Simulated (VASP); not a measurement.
# C (I4_1/amd) in VASP: notebook

C is run at these levels: PBE; tasks: single point.

Program: VASP 6.6.1. These are calculated values, not measurements. Logs are shortened: lines on timing, memory, paths and dates and some standing lists are left out, and cuts for length are marked.

### 1 The cell of the first run

Symmetry: I4_1/amd, No. 141, tetragonal system. The conventional cell has a = 2.314 Å, b = 2.314 Å, c = 4.254 Å, α = 90.00°, β = 90.00°, γ = 90.00°. Within 2.1 Å of C (site symmetry -4m2) lie 4 C at 1.57 Å.

### 2 Single point, PBE

File INCAR:

```
PREC = Accurate ; ENCUT = 520
EDIFF = 1E-6 ; ISMEAR = 0
SIGMA = 0.05 ; LREAL = F
LASPH = T ; NELM = 80
ALGO = Normal ; ISIF = 2
LWAVE = F ; LCHARG = F
GGA = PE ; NBANDS = 11
```

File KPOINTS:

```
Automatic mesh
0
Gamma
  12 12 12
```

File POSCAR:

```
C
1.0
    0.0000000000      1.6362004550      2.1270605916
    1.6362004550      0.0000000000      2.1270605916
    1.6362004550      1.6362004550      0.0000000000
C
2
Direct
    0.5000000000      0.5000000000      0.5000000000
    0.7500000000      0.7500000000      0.7500000000
```

Potentials or basis: VASP PAW PBE potentials, release 64 (C).

Started as:

```
$ cat potpaw_PBE.64/C/POTCAR > POTCAR
$ mpirun -np 1 vasp_std > vasp.out
```

OUTCAR:

```text
PREC = Accurate
   ENCUT = 520
   EDIFF = 1E-6
   ISMEAR = 0
   LREAL = F
   LASPH = T
   NELM = 80
   ISIF = 2
   GGA = PE

 ion  position               nearest neighbor table
   1  0.500  0.500  0.500-   2 1.57   2 1.57   2 1.57   2 1.57
   2  0.750  0.750  0.750-   1 1.57   1 1.57   1 1.57   1 1.57

  LATTYP: Found a body centered tetragonal cell.
 ALAT       =     2.3139368742
 C/A-ratio  =     1.8384776312

  Lattice vectors:

 A1 = (  -1.6362004550,   0.0000000000,   2.1270605916)
 A2 = (   1.6362004550,   0.0000000000,   2.1270605916)
 A3 = (   0.0000000000,   1.6362004550,  -2.1270605916)

Analysis of symmetry for initial positions (statically):
=====================================================================
 Subroutine PRICEL returns:
 Original cell was already a primitive cell.

 Routine SETGRP: Setting up the symmetry group for a
 body centered tetragonal supercell.

 Subroutine GETGRP returns: Found 16 space group operations
 (whereof  8 operations were pure point group operations)
 out of a pool of 16 trial point group operations.

The static configuration has the point symmetry D_2d.
 The point group associated with its full space group is D_4h.

Analysis of symmetry for dynamics (positions and initial velocities):
=====================================================================
 Subroutine PRICEL returns:
 Original cell was already a primitive cell.

 Routine SETGRP: Setting up the symmetry group for a
 body centered tetragonal supercell.

 Subroutine GETGRP returns: Found 16 space group operations
 (whereof  8 operations were pure point group operations)
 out of a pool of 16 trial point group operations.

The dynamic configuration has the point symmetry D_2d.
 The point group associated with its full space group is D_4h.

 Subroutine INISYM returns: Found 16 space group operations
 (whereof  8 operations are pure point group operations),
 and found     1 'primitive' translations

----------------------------------------------------------------------------------------

                                     Primitive cell

  volume of cell :      11.3889

  direct lattice vectors                    reciprocal lattice vectors
     0.000000000  1.636200455  2.127060592    -0.305586029  0.305586029  0.235066176
     1.636200455  0.000000000  2.127060592     0.305586029 -0.305586029  0.235066176
     1.636200455  1.636200455  0.000000000     0.305586029  0.305586029 -0.235066176

  length of vectors
     2.683568276  2.683568276  2.313936874     0.491957061  0.491957061  0.491957061

  position of ions in fractional coordinates (direct lattice)
     0.500000000  0.500000000  0.500000000
     0.750000000  0.750000000  0.750000000

  ion indices of the primitive-cell ions
   primitive index   ion index
                 1           1
                 2           2

----------------------------------------------------------------------------------------

 KPOINTS: Automatic mesh

Automatic generation of k-mesh.
 Grid dimensions read from file:
 generate k-points for:   12   12   12

 Generating k-lattice:

  Cartesian coordinates                     Fractional coordinates (reciprocal lattice)
    -0.025465502  0.025465502  0.019588848     0.083333333  0.000000000  0.000000000
     0.025465502 -0.025465502  0.019588848     0.000000000  0.083333333  0.000000000
     0.025465502  0.025465502 -0.019588848     0.000000000  0.000000000  0.083333333

  Length of vectors
     0.040996422  0.040996422  0.040996422

  Shift w.r.t. Gamma in fractional coordinates (k-lattice)
     0.000000000  0.000000000  0.000000000

 Subroutine IBZKPT returns following result:
 ===========================================

 Found    163 irreducible k-points:

 Following reciprocal coordinates:
            Coordinates               Weight
  0.000000  0.000000  0.000000      1.000000
  0.083333 -0.000000  0.000000      8.000000
  0.166667  0.000000  0.000000      8.000000
  0.250000  0.000000  0.000000      8.000000
  0.333333  0.000000  0.000000      8.000000
  0.416667  0.000000  0.000000      8.000000
[... 16 lines left out ...]
  0.500000  0.166667  0.000000      8.000000
 -0.416667  0.166667  0.000000      8.000000
 [... further k-points ...]
   k-points           NKPTS =    163   k-points in BZ     NKDIM =    163   number of bands    NBANDS=     11
   number of dos      NEDOS =    301   number of ions     NIONS =      2
   total plane-waves  NPLWV =   7200
   dimension x,y,z NGX =    20 NGY =   20 NGZ =   18
   dimension x,y,z NGXF=    40 NGYF=   40 NGZF=   36
   ions per type =               2
   NGX,Y,Z   is equivalent  to a cutoff of  12.39, 12.39, 12.93 a.u.
   NGXF,Y,Z  is equivalent  to a cutoff of  24.78, 24.78, 25.86 a.u.
 SYSTEM =  unknown system
   PREC   = accura    normal or accurate (medium, high low for compatibility)
   ISTART =      0    job   : 0-new  1-cont  2-samecut
   ICHARG =      2    charge: 1-file 2-atom 10-const
   ISPIN  =      1    spin polarized calculation?
   LNONCOLLINEAR =      F non collinear calculations
   LSORBIT =      F    spin-orbit coupling
   LASPH  =      T    aspherical Exc in radial PAW
   ENCUT  =  520.0 eV  38.22 Ry    6.18 a.u.   4.99  4.99  4.30*2*pi/ulx,y,z
   NELM   =     80;   NELMIN=  2; NELMDL= -5     # of ELM steps
   EDIFF  = 0.1E-05   stopping-criterion for ELM
   LREAL  =      F    real-space projection
   EDIFFG = 0.1E-04   stopping-criterion for IOM
   NSW    =      0    number of steps for IOM
   IBRION =     -1    ionic relax: 0-MD 1-quasi-New 2-CG
   NFREE  =      0    steps in history (QN), initial steepest desc. (CG)
   ISIF   =      2    stress and relaxation
   ISYM   =      2    0-nonsym 1-usesym 2-fastsym
   POTIM  = 0.5000    time-step for ionic-motion
   TEBEG  =    0.0;   TEEND  =   0.0 temperature during run
   PSTRESS=    0.0 pullay stress
   NELECT =       8.0000    total number of electrons
   NUPDOWN=      -1.0000    fix difference up-down
   EMIN   =  10.00;   EMAX   =-10.00  energy-range for DOS
   EFERMI =   0.00;   METHOD = LEGACY
   ISMEAR =     0;   SIGMA  =   0.05  broadening in eV -4-tet -1-fermi 0-gaus
   EFERMI_NEDOS =   21; number of points for ismear=-14 and -15
   IALGO  =     38    algorithm
   IMIX   =      4    mixing-type and parameters
     AMIX     =   0.40;   BMIX     =  1.00
     AMIX_MAG =   1.60;   BMIX_MAG =  1.00
  volume/ion in A,a.u.               =       5.69        38.43
  Fermi-wavevector in a.u.,A,eV,Ry     =   1.455271  2.750063 28.814604  2.117814
  Thomas-Fermi vector in A             =   2.572325
   LORBIT       =      0    0 simple, 1 ext, 2 COOP (PROOUT), +10 PAW based schemes
   GGA     = PE    functional components
   LHFCALC =     F    Hartree Fock is set to
   AEXX    =    0.0000 exact exchange contribution
   IVDW    =     0    specifies the selected vdW correction
   LEPSILON=     F    determine dielectric tensor
   LRPA    =     F    only Hartree local field effects (RPA)
 non-spin polarized calculation
 Gauss-broadening in eV      SIGMA  =   0.05
  energy-cutoff  :      520.00
  volume of cell :       11.39
 maximum number of plane-waves:       328
   NGX =  9   NGY =  9   NGZ =  9

 number of electron       8.0000001 magnetization

 Free energy of the ion-electron system (eV)
  ---------------------------------------------------
  ext. energy  EPLUGINS =         0.00000000
  ---------------------------------------------------
  free energy    TOTEN  =       -16.43269343 eV

  energy without entropy =      -16.43269343  energy(sigma->0) =      -16.43269343

 E-fermi :  11.8993     XC(G=0): -13.3166

 val. band max:       11.5151371402   @ k =   0.0000   0.0000   0.0000
 cond. band min:      12.3697680379   @ k =   0.4167   0.0000   0.4167
 fundamental gap:      0.8546308977
 Fermi energy:        11.8992774340

 k-point     1 :       0.0000    0.0000    0.0000
  band No.  band energies     occupation
      1     -11.6508      2.00000
      2       6.4530      2.00000
      3      11.5151      2.00000
      4      11.5151      2.00000
      5      14.9298      0.00000
      6      14.9298      0.00000
      7      18.0740      0.00000
      8      20.0452      0.00000
      9      29.4651      0.00000
     10      29.7292      0.00000
     11      31.0894      0.00000

 k-point     2 :       0.0833   -0.0000    0.0000
  band No.  band energies     occupation
      1     -11.4515      2.00000
      2       6.1179      2.00000
      3      10.3320      2.00000
      4      11.2681      2.00000
      5      14.9027      0.00000
      6      15.3722      0.00000
      7      18.8559      0.00000
      8      20.2799      0.00000
      9      28.8508      0.00000
     10      30.0615      0.00000
     11      32.8516      0.00000

 k-point     3 :       0.1667    0.0000    0.0000
  band No.  band energies     occupation
      1     -10.8561      2.00000
      2       5.1017      2.00000
      3       8.1076      2.00000
      4      10.7941      2.00000
      5      14.5714      0.00000
      6      16.3770      0.00000
      7      20.2229      0.00000
      8      21.1137      0.00000
      9      28.6968      0.00000
     10      30.9726      0.00000
     11      36.0602      0.00000

 k-point     4 :       0.2500    0.0000    0.0000
  band No.  band energies     occupation
      1      -9.8730      2.00000
      2       3.2066      2.00000
      3       6.3201      2.00000
      4      10.3748      2.00000
      5      14.0307      0.00000
      6      17.4993      0.00000
      7      21.3130      0.00000
      8      22.4315      0.00000
      9      29.0518      0.00000
     10      32.3368      0.00000
     11      35.4435      0.00000
[... 239 lines left out ...]
 k-point    22 :       0.4167    0.1667    0.0000
  band No.  band energies     occupation
      1      -8.1194      2.00000
      2       0.3671      2.00000
      3       3.4052      2.00000
      4       8.5044      2.00000
      5      16.9661      0.00000
      6      20.8004      0.00000
      7      21.2497      0.00000
      8      25.0384      0.00000
      9      28.4416      0.00000
     10      30.3162      0.00000
     11      38.6005      0.00000

 k-point    23 :       0.5000    0.1667    0.0000
  band No.  band energies     occupation
      1      -6.5090      2.00000
      2      -1.4314      2.00000
      3       2.2211      2.00000
      4       8.7656      2.00000
      5      16.5393      0.00000
      6      20.8230      0.00000
      7      21.7137      0.00000
      8      25.2772      0.00000
      9      30.1142      0.00000
     10      31.2560      0.00000
     11      37.3402      0.00000

 k-point    24 :      -0.4167    0.1667    0.0000
  band No.  band energies     occupation
      1      -5.1645      2.00000
      2      -2.8886      2.00000
      3       1.8934      2.00000
      4       9.2376      2.00000
      5      16.2498      0.00000
      6      20.3246      0.00000
      7      22.0473      0.00000
      8      24.2229      0.00000
      9      31.3309      0.00000
     10      32.4100      0.00000
     11      35.2985      0.00000

 [... further k-points ...]
[... 5 lines left out ...]
  --------------------------------------------------------------------------------------
  -------------------------------------------------------------------------------------
  Total        7.3560536      7.3560536    -13.8585034      0.0000000     -0.0000000      0.0000000
  in kB     1034.8385403   1034.8385403  -1949.5933662      0.0000000     -0.0000000      0.0000000
  external PRESSURE =      40.0279048 kB  Pullay stress =       0.0000000 kB

 VOLUME and BASIS-vectors are now :
 -----------------------------------------------------------------------------
  energy-cutoff  :      520.00
  volume of cell :       11.39
      direct lattice vectors                 reciprocal lattice vectors
     0.000000000  1.636200455  2.127060592    -0.305586029  0.305586029  0.235066176
     1.636200455  0.000000000  2.127060592     0.305586029 -0.305586029  0.235066176
     1.636200455  1.636200455  0.000000000     0.305586029  0.305586029 -0.235066176

 POSITION                                       TOTAL-FORCE (eV/Angst)
 -----------------------------------------------------------------------------------
      1.63620      1.63620      2.12706        -0.000000     -0.000000     -0.000000
      2.45430      2.45430      3.19059         0.000000      0.000000      0.000000
 -----------------------------------------------------------------------------------
    total drift:                                0.000000     -0.000000      0.000000

  FREE ENERGIE OF THE ION-ELECTRON SYSTEM (eV)
  ---------------------------------------------------
  free  energy   TOTEN  =       -16.4326934306 eV

  energy  without entropy=      -16.4326934306  energy(sigma->0) =      -16.43269343
```

Wall time 12 s (1 thread of Intel Xeon Platinum 8259CL at 2.50GHz (Skylake/Cascade Lake), shared host); peak memory 0.12 GiB.

Results:

- Free energy: -16.4327 eV
- Pressure: 4.0 GPa
- Band gap on the k mesh: 0.85 eV, indirect (least direct gap 2.79 eV)

Stress tensor (GPa, compression positive):
```
 103.48    0.00    0.00
   0.00  103.48    0.00
   0.00    0.00 -194.96
```

### 3 Single point, PBE

This run uses another cell than the first one, of the same volume but with other edges.

File INCAR:

```
SYSTEM = C
PREC     = Accurate       ! precision mode
ENCUT    = 520            ! plane-wave cutoff, eV
EDIFF    = 1E-6           ! SCF threshold, eV
ISMEAR   = 0              ! smearing method
SIGMA    = 0.05           ! smearing width, eV
LREAL    = .FALSE.        ! projectors in reciprocal space
LASPH    = .TRUE.         ! aspherical terms in the spheres
NELM     = 100            ! most SCF steps
ALGO     = Normal         ! electronic algorithm
ISIF     = 2              ! what is computed and relaxed
LWAVE    = .FALSE.        ! write WAVECAR
LCHARG   = .TRUE.         ! write CHGCAR
GGA      = PE             ! functional
LELF     = .TRUE.         ! ELF
LVHAR    = .TRUE.       
NBANDS   = 11             ! bands
```

File KPOINTS:

```
Automatic mesh
0
G
  12 12 12
  0 0 0
```

File POSCAR:

```
C
1.0
    0.0000000000      1.8360662633      1.6891809623
    1.8360662633      0.0000000000      1.6891809623
    1.8360662633      1.8360662633      0.0000000000
C
2
Direct
    0.5000000000      0.5000000000      0.5000000000
    0.7500000000      0.7500000000      0.7500000000
```

Potentials or basis: VASP PAW PBE potentials, release 64 (C).

Started as:

```
$ cat potpaw_PBE.64/C/POTCAR > POTCAR
$ mpirun -np 1 vasp_std > vasp.out
```

OUTCAR:

```text
SYSTEM = C
   PREC = Accurate
   ENCUT = 520
   EDIFF = 1E-6
   ISMEAR = 0
   LREAL = .FALSE.
   LASPH = .TRUE.
   NELM = 100
   ISIF = 2
   GGA = PE

 ion  position               nearest neighbor table
   1  0.500  0.500  0.500-   2 1.55   2 1.55   2 1.55   2 1.55
   2  0.750  0.750  0.750-   1 1.55   1 1.55   1 1.55   1 1.55

  LATTYP: Found a body centered tetragonal cell.
 ALAT       =     2.5965898110
 C/A-ratio  =     1.3010764774

  Lattice vectors:

[... 514 lines left out ...]
      4       5.3568      2.00000
      5      16.0384      0.00000
      6      19.7586      0.00000
      7      21.5472      0.00000
      8      24.5247      0.00000
      9      28.9587      0.00000
     10      33.8189      0.00000
     11      34.1065      0.00000

 [... further k-points ...]
[... 5 lines left out ...]
  --------------------------------------------------------------------------------------
  -------------------------------------------------------------------------------------
  Total       -1.6112334     -1.6112334      3.3977415      0.0000000      0.0000000      0.0000000
  in kB     -226.6658930   -226.6658930    477.9891592      0.0000000      0.0000000      0.0000000
  external PRESSURE =       8.2191244 kB  Pullay stress =       0.0000000 kB

 VOLUME and BASIS-vectors are now :
 -----------------------------------------------------------------------------
  energy-cutoff  :      520.00
  volume of cell :       11.39
      direct lattice vectors                 reciprocal lattice vectors
     0.000000000  1.836066263  1.689180962    -0.272321326  0.272321326  0.296001442
     1.836066263  0.000000000  1.689180962     0.272321326 -0.272321326  0.296001442
     1.836066263  1.836066263  0.000000000     0.272321326  0.272321326 -0.296001442

 POSITION                                       TOTAL-FORCE (eV/Angst)
 -----------------------------------------------------------------------------------
      1.83607      1.83607      1.68918         0.000000      0.000000      0.000000
      2.75410      2.75410      2.53377        -0.000000     -0.000000     -0.000000
 -----------------------------------------------------------------------------------
    total drift:                                0.000000     -0.000000      0.000000

  FREE ENERGIE OF THE ION-ELECTRON SYSTEM (eV)
  ---------------------------------------------------
  free  energy   TOTEN  =       -18.0421203877 eV

  energy  without entropy=      -18.0421203877  energy(sigma->0) =      -18.04212039
```

OSZICAR:

```text
N       E                     dE             d eps       ncg     rms          rms(c)
DAV:   1     0.162987506548E+01    0.16299E+01   -0.47784E+03  3717   0.698E+02
DAV:   2    -0.182962449758E+02   -0.19926E+02   -0.19392E+02  4872   0.129E+02
DAV:   3    -0.186623635763E+02   -0.36612E+00   -0.36522E+00  4116   0.135E+01
DAV:   4    -0.186629539979E+02   -0.59042E-03   -0.59041E-03  3846   0.679E-01
DAV:   5    -0.186629546660E+02   -0.66811E-06   -0.66810E-06  4120   0.216E-02    0.550E+00
DAV:   6    -0.181971277223E+02    0.46583E+00   -0.24296E-01  3661   0.347E+00    0.328E+00
DAV:   7    -0.180403226189E+02    0.15681E+00   -0.29772E-01  3825   0.389E+00    0.745E-01
DAV:   8    -0.180420630699E+02   -0.17405E-02   -0.83670E-03  3733   0.685E-01    0.431E-02
DAV:   9    -0.180421006146E+02   -0.37545E-04   -0.59685E-05  4290   0.620E-02    0.241E-02
DAV:  10    -0.180421203374E+02   -0.19723E-04   -0.14916E-05  3847   0.340E-02    0.515E-03
DAV:  11    -0.180421203877E+02   -0.50256E-07   -0.22062E-07  2935   0.432E-03
   1 F= -.18042120E+02 E0= -.18042120E+02  d E =-.118853E-13
```

Run time: 14 s. Hardware: 1 thread of Intel Xeon Platinum 8259CL at 2.50GHz (Skylake/Cascade Lake), shared host; peak memory 0.13 GiB.

Results:

| Quantity | Value |
| --- | --- |
| Free energy | -18.0421 eV |
| Pressure | 0.8 GPa |
| Band gap on the k mesh | 2.12 eV, indirect (least direct gap 4.20 eV) |

Levels at points of the mesh, in eV from the valence-band top:
```tsv
k point	band 1	band 2	band 3	band 4	band 5	band 6	band 7	band 8
(0.00, 0.00, 0.00)	-22.18	-1.14	-1.14	0.00	4.20	5.23	5.23	12.38
(0.50, 0.00, 0.00)	-16.40	-14.07	-4.23	-2.86	6.53	7.32	9.46	14.97
(0.50, 0.50, 0.00)	-12.61	-12.61	-7.81	-7.81	2.73	2.73	16.21	16.21
(0.50, 0.00, 0.50)	-13.91	-13.91	-6.57	-6.57	4.69	4.69	15.50	15.50
```
